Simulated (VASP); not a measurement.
# AlCo (P4/mmm) in VASP: a series of runs

Runs on AlCo. Level: PBEsol. Tasks: single point.

Program: VASP 6.6.1. These are calculated values, not measurements. Logs are shortened: lines on timing, memory, paths and dates and some standing lists are left out, and cuts for length are marked.

## 1. The cell of the first run

Symmetry: P4/mmm, No. 123, tetragonal system. The conventional cell has a = 2.847 Å, b = 2.847 Å, c = 2.738 Å, α = 90.00°, β = 90.00°, γ = 90.00°. Al (site symmetry 4/mmm) has 8 Co at 2.43 Å and 6 Al at 2.74 to 2.85 Å within 3.2 Å. Within 3.2 Å of Co (site symmetry 4/mmm) lie 8 Al at 2.43 Å and 6 Co at 2.74 to 2.85 Å.

## 2. Single point, PBEsol (uniaxial strain along a: -3.0 %, then relaxed in part)

INCAR reads:

```
ALGO = Fast
EDIFF = 1E-6
ENCUT = 520
GGA = PS
ISIF = 2
ISMEAR = 0
LASPH = True
LCHARG = True
LELF = True
LREAL = False
LVHAR = True
LWAVE = False
NBANDS = 13
NELM = 80
PREC = Accurate
SIGMA = 0.1
```

KPOINTS reads:

```
k-points
0
Gamma
  18 18 18
```

POSCAR reads:

```
AlCo
1.0
    2.7379079696      0.0000000000      0.0000000000
    0.0000000000      2.8467237798      0.0000000000
    0.0000000000      0.0000000000      2.8467237798
Al Co
1 1
Direct
    0.0000000000      0.0000000000      0.0000000000
    0.5000000000      0.5000000000      0.5000000000
```

Potentials or basis: VASP PAW PBE potentials, release 64 (Al, Co).

On the command line:

```
$ cat potpaw_PBE.64/Al/POTCAR potpaw_PBE.64/Co/POTCAR > POTCAR
$ mpirun -np 1 vasp_std > vasp.out
```

OUTCAR:

```text
EDIFF = 1E-6
   ENCUT = 520
   GGA = PS
   ISIF = 2
   ISMEAR = 0
   LASPH = True
   LREAL = False
   NELM = 80
   PREC = Accurate

 ion  position               nearest neighbor table
   1  0.000  0.000  0.000-   2 2.43   2 2.43   2 2.43   2 2.43   2 2.43   2 2.43   2 2.43   2 2.43

   2  0.500  0.500  0.500-   1 2.43   1 2.43   1 2.43   1 2.43   1 2.43   1 2.43   1 2.43   1 2.43

  LATTYP: Found a simple tetragonal cell.
 ALAT       =     2.8467237798
 C/A-ratio  =     0.9617750725

  Lattice vectors:

 A1 = (   0.0000000000,   2.8467237798,   0.0000000000)
 A2 = (   0.0000000000,   0.0000000000,   2.8467237798)
 A3 = (   2.7379079696,   0.0000000000,   0.0000000000)

Analysis of symmetry for initial positions (statically):
=====================================================================
 Subroutine PRICEL returns:
 Original cell was already a primitive cell.

 Routine SETGRP: Setting up the symmetry group for a
 simple tetragonal supercell.

 Subroutine GETGRP returns: Found 16 space group operations
 (whereof 16 operations were pure point group operations)
 out of a pool of 16 trial point group operations.

The static configuration has the point symmetry D_4h.

Analysis of symmetry for dynamics (positions and initial velocities):
=====================================================================
 Subroutine PRICEL returns:
 Original cell was already a primitive cell.

 Routine SETGRP: Setting up the symmetry group for a
 simple tetragonal supercell.

 Subroutine GETGRP returns: Found 16 space group operations
 (whereof 16 operations were pure point group operations)
 out of a pool of 16 trial point group operations.

The dynamic configuration has the point symmetry D_4h.

 Subroutine INISYM returns: Found 16 space group operations
 (whereof 16 operations are pure point group operations),
 and found     1 'primitive' translations

----------------------------------------------------------------------------------------

                                     Primitive cell

  volume of cell :      22.1876

  direct lattice vectors                    reciprocal lattice vectors
     2.737907970  0.000000000  0.000000000     0.365242372  0.000000000  0.000000000
     0.000000000  2.846723780  0.000000000     0.000000000  0.351281008  0.000000000
     0.000000000  0.000000000  2.846723780     0.000000000  0.000000000  0.351281008

  length of vectors
     2.737907970  2.846723780  2.846723780     0.365242372  0.351281008  0.351281008

  position of ions in fractional coordinates (direct lattice)
     0.000000000  0.000000000  0.000000000
     0.500000000  0.500000000  0.500000000

  ion indices of the primitive-cell ions
   primitive index   ion index
                 1           1
                 2           2

----------------------------------------------------------------------------------------

 KPOINTS: k-points

Automatic generation of k-mesh.
 Grid dimensions read from file:
 generate k-points for:   18   18   18

 Generating k-lattice:

  Cartesian coordinates                     Fractional coordinates (reciprocal lattice)
     0.020291243  0.000000000  0.000000000     0.055555556  0.000000000  0.000000000
     0.000000000  0.019515612  0.000000000     0.000000000  0.055555556  0.000000000
     0.000000000  0.000000000  0.019515612     0.000000000  0.000000000  0.055555556

  Length of vectors
     0.020291243  0.019515612  0.019515612

  Shift w.r.t. Gamma in fractional coordinates (k-lattice)
     0.000000000  0.000000000  0.000000000

 Subroutine IBZKPT returns following result:
 ===========================================

 Found    550 irreducible k-points:

 Following reciprocal coordinates:
            Coordinates               Weight
  0.000000  0.000000  0.000000      1.000000
  0.055556  0.000000  0.000000      2.000000
  0.111111  0.000000  0.000000      2.000000
  0.166667  0.000000  0.000000      2.000000
  0.222222  0.000000  0.000000      2.000000
  0.277778  0.000000  0.000000      2.000000
[... 16 lines left out ...]
  0.111111  0.111111  0.000000      8.000000
  0.166667  0.111111  0.000000      8.000000
 [... further k-points ...]
   k-points           NKPTS =    550   k-points in BZ     NKDIM =    550   number of bands    NBANDS=     13
   number of dos      NEDOS =    301   number of ions     NIONS =      2
   total plane-waves  NPLWV =  11520
   dimension x,y,z NGX =    20 NGY =   24 NGZ =   24
   dimension x,y,z NGXF=    40 NGYF=   48 NGZF=   48
   ions per type =               1   1
   NGX,Y,Z   is equivalent  to a cutoff of  12.14, 14.02, 14.02 a.u.
   NGXF,Y,Z  is equivalent  to a cutoff of  24.29, 28.03, 28.03 a.u.
 SYSTEM =  unknown system
   PREC   = accura    normal or accurate (medium, high low for compatibility)
   ISTART =      0    job   : 0-new  1-cont  2-samecut
   ICHARG =      2    charge: 1-file 2-atom 10-const
   ISPIN  =      1    spin polarized calculation?
   LNONCOLLINEAR =      F non collinear calculations
   LSORBIT =      F    spin-orbit coupling
   LASPH  =      T    aspherical Exc in radial PAW
   ENCUT  =  520.0 eV  38.22 Ry    6.18 a.u.   5.09  5.29  5.29*2*pi/ulx,y,z
   NELM   =     80;   NELMIN=  2; NELMDL= -5     # of ELM steps
   EDIFF  = 0.1E-05   stopping-criterion for ELM
   LREAL  =      F    real-space projection
   EDIFFG = 0.1E-04   stopping-criterion for IOM
   NSW    =      0    number of steps for IOM
   IBRION =     -1    ionic relax: 0-MD 1-quasi-New 2-CG
   NFREE  =      0    steps in history (QN), initial steepest desc. (CG)
   ISIF   =      2    stress and relaxation
   ISYM   =      2    0-nonsym 1-usesym 2-fastsym
   POTIM  = 0.5000    time-step for ionic-motion
   TEBEG  =    0.0;   TEEND  =   0.0 temperature during run
   PSTRESS=    0.0 pullay stress
   NELECT =      12.0000    total number of electrons
   NUPDOWN=      -1.0000    fix difference up-down
   EMIN   =  10.00;   EMAX   =-10.00  energy-range for DOS
   EFERMI =   0.00;   METHOD = LEGACY
   ISMEAR =     0;   SIGMA  =   0.10  broadening in eV -4-tet -1-fermi 0-gaus
   EFERMI_NEDOS =   21; number of points for ismear=-14 and -15
   IALGO  =     68    algorithm
   IMIX   =      4    mixing-type and parameters
     AMIX     =   0.40;   BMIX     =  1.00
     AMIX_MAG =   1.60;   BMIX_MAG =  1.00
  volume/ion in A,a.u.               =      11.09        74.86
  Fermi-wavevector in a.u.,A,eV,Ry     =   1.333825  2.520563 24.205965  1.779088
  Thomas-Fermi vector in A             =   2.462653
   LORBIT       =      0    0 simple, 1 ext, 2 COOP (PROOUT), +10 PAW based schemes
   GGA     = PS    functional components
   LHFCALC =     F    Hartree Fock is set to
   AEXX    =    0.0000 exact exchange contribution
   IVDW    =     0    specifies the selected vdW correction
   LEPSILON=     F    determine dielectric tensor
   LRPA    =     F    only Hartree local field effects (RPA)
 non-spin polarized calculation
 RMM-DIIS sequential band-by-band and
 Gauss-broadening in eV      SIGMA  =   0.10
  energy-cutoff  :      520.00
  volume of cell :       22.19
 maximum number of plane-waves:       614
   NGX = 11   NGY = 11   NGZ = 11

 number of electron      12.0000005 magnetization

 Free energy of the ion-electron system (eV)
  ---------------------------------------------------
  ext. energy  EPLUGINS =         0.00000000
  ---------------------------------------------------
  free energy    TOTEN  =       -13.06581908 eV

  energy without entropy =      -13.06141031  energy(sigma->0) =      -13.06361470

 E-fermi :  10.9918     XC(G=0): -12.5936

 val. band max:       10.9910059214   @ k =   0.4444   0.4444   0.1111
 cond. band min:      10.9919512702   @ k =   0.5000   0.3333   0.2778
 fundamental gap:      0.0009453488
 Fermi energy:        10.9918127542

 k-point     1 :       0.0000    0.0000    0.0000
  band No.  band energies     occupation
      1      -0.3361      2.00000
      2       7.8052      2.00000
      3       7.8835      2.00000
      4      10.0481      2.00000
      5      10.2203      2.00000
      6      10.2203      2.00000
      7      16.7193      0.00000
      8      16.7193      0.00000
      9      18.2069      0.00000
     10      19.8107      0.00000
     11      20.0307      0.00000
     12      27.0618      0.00000
     13      32.5519      0.00000

 k-point     2 :       0.0556    0.0000    0.0000
  band No.  band energies     occupation
      1      -0.2726      2.00000
      2       7.8247      2.00000
      3       7.8866      2.00000
      4      10.0526      2.00000
      5      10.1797      2.00000
      6      10.1797      2.00000
      7      16.8106      0.00000
      8      16.8106      0.00000
      9      17.4029      0.00000
     10      19.8042      0.00000
     11      20.7311      0.00000
     12      27.3179      0.00000
     13      32.6028      0.00000

 k-point     3 :       0.1111    0.0000    0.0000
  band No.  band energies     occupation
      1      -0.0828      2.00000
      2       7.8816      2.00000
      3       7.8858      2.00000
      4      10.0656      2.00000
      5      10.0667      2.00000
      6      10.0667      2.00000
      7      16.0773      0.00000
      8      17.0758      0.00000
      9      17.0758      0.00000
     10      19.7848      0.00000
     11      21.7498      0.00000
     12      28.0872      0.00000
     13      31.2359      0.00000
[... 305 lines left out ...]
 k-point    23 :       0.1111    0.1111    0.0000
  band No.  band energies     occupation
      1       0.1501      2.00000
      2       7.8554      2.00000
      3       7.9494      2.00000
      4       9.9298      2.00000
      5       9.9415      2.00000
      6      10.0900      2.00000
      7      15.2313      0.00000
      8      16.4788      0.00000
      9      17.4042      0.00000
     10      20.5981      0.00000
     11      22.7190      0.00000
     12      28.5455      0.00000
     13      29.2978      0.00000

 k-point    24 :       0.1667    0.1111    0.0000
  band No.  band energies     occupation
      1       0.4613      2.00000
      2       7.9108      2.00000
      3       7.9632      2.00000
      4       9.7639      2.00000
      5       9.8930      2.00000
      6       9.9901      2.00000
      7      14.7904      0.00000
      8      15.9417      0.00000
      9      17.8158      0.00000
     10      20.6869      0.00000
     11      23.6454      0.00000
     12      27.8337      0.00000
     13      29.7057      0.00000

 [... further k-points ...]

------------------------ aborting loop because EDIFF is reached ----------------------------------------

  FORCE on cell =-STRESS in cart. coord.  units (eV):
  Direction    XX          YY          ZZ          XY          YZ          ZX
  --------------------------------------------------------------------------------------
  -------------------------------------------------------------------------------------
  Total        1.1445223     -0.0577975     -0.0577975      0.0000000      0.0000000     -0.0000000
  in kB       82.6466661     -4.1735931     -4.1735931      0.0000000      0.0000000     -0.0000000
  external PRESSURE =      24.7664933 kB  Pullay stress =       0.0000000 kB

 VOLUME and BASIS-vectors are now :
 -----------------------------------------------------------------------------
  energy-cutoff  :      520.00
  volume of cell :       22.19
      direct lattice vectors                 reciprocal lattice vectors
     2.737907970  0.000000000  0.000000000     0.365242372  0.000000000  0.000000000
     0.000000000  2.846723780  0.000000000     0.000000000  0.351281008  0.000000000
     0.000000000  0.000000000  2.846723780     0.000000000  0.000000000  0.351281008

 POSITION                                       TOTAL-FORCE (eV/Angst)
 -----------------------------------------------------------------------------------
      0.00000      0.00000      0.00000         0.000000      0.000000      0.000000
      1.36895      1.42336      1.42336         0.000000      0.000000      0.000000
 -----------------------------------------------------------------------------------
    total drift:                               -0.000000      0.000000      0.000000

  FREE ENERGIE OF THE ION-ELECTRON SYSTEM (eV)
  ---------------------------------------------------
  free  energy   TOTEN  =       -13.0658190827 eV

  energy  without entropy=      -13.0614103089  energy(sigma->0) =      -13.06361470
```

It took 65 s on 1 thread of Intel Xeon 6975P-C (Granite Rapids), shared host; peak memory 0.27 GiB.

Results:

```
Free energy            : -13.0658 eV
Pressure               : 2.5 GPa
Band gap on the k mesh : zero (band 6 reaches 13.34 eV, above the bottom of band 7 at 10.67 eV)
```

Stress tensor (GPa, compression positive):
```
 8.26  0.00  0.00
 0.00 -0.42  0.00
 0.00  0.00 -0.42
```

Levels at points of the mesh, in eV from the Fermi level:
```
           k point  band 4  band 5  band 6  band 7  band 8  band 9
(0.00, 0.00, 0.00)   -0.94   -0.77   -0.77    5.73    5.73    7.22
(0.50, 0.00, 0.00)   -1.84   -1.84   -0.79    0.48    8.51   10.49
(0.00, 0.50, 0.00)   -1.88   -1.57   -0.66    0.09    8.46   10.37
(0.50, 0.50, 0.00)   -2.50   -1.64   -1.61   -0.20    2.71    3.92
(0.00, 0.50, 0.50)   -2.91   -1.39   -1.39   -0.33    2.31    3.53
(0.50, 0.50, 0.50)   -0.27   -0.11    2.35    2.35    2.51    4.58
```

Caveat: the cell differs from its parent crystal (uniaxial strain along a: -3.0 %, then relaxed in part); the PAW data sets were made with another functional, which shifts forces and pressure a little.

(Part 1 of 2 ends here.)
